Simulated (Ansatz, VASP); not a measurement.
## Two plane-wave programs on Hf2N

```
Hf N
1.0
     5.29554    0.00000    0.00000
     0.00000    5.49412    0.00000
     0.00000    0.00000    3.22745
Hf N
4 2
Direct
  0.29546 0.29546 0.00000
  0.70454 0.70454 0.00000
  0.79546 0.20454 0.50000
  0.20454 0.79546 0.50000
  0.00000 0.00000 0.00000
  0.50000 0.50000 0.50000
```

Change from the starting cell: strain +0.0375 x Voigt [0, 1, 0, 0, 0, 0], atoms carried along.

Alike in both runs: task single point; functional PBEsol; k mesh 10 × 10 × 14; occupations gaussian, width 0.15 eV; no spin polarisation.

|  | VASP | Ansatz |
| --- | --- | --- |
| version | VASP 6.6.1 | Ansatz 0.2.0 |
| potentials or method | VASP PAW PBE potentials, release 64 (Hf_pv, N), cutoff 520 eV | scalar-relativistic, plane waves, PAW |
| valence electrons in the cell | 50 | 114 |

|  | VASP | Ansatz | Ansatz less VASP |
| --- | --- | --- | --- |
| gap on the k mesh at the Fermi level (eV) | none | none | - |
| pressure (GPa) | -7.8 | -6.8 | +1.00 |
| traceless stress, the component that is largest in VASP (GPa) | -4.63 | -4.67 | -0.036 |
| rms of the force components (eV/Å) | 0.074 | 0.071 | -0.0030 |

VASP's potentials were made for PBE, not for PBEsol. Atom by atom the forces differ by 0.005 eV/Å (rms over components). A gap of «none» marks a metal or a gap that the smearing closes. VASP's potentials hold 50 valence electrons a cell and Ansatz's 114, so a difference there can come from the potentials and not from the codes.

Spin-orbit coupling is off throughout.
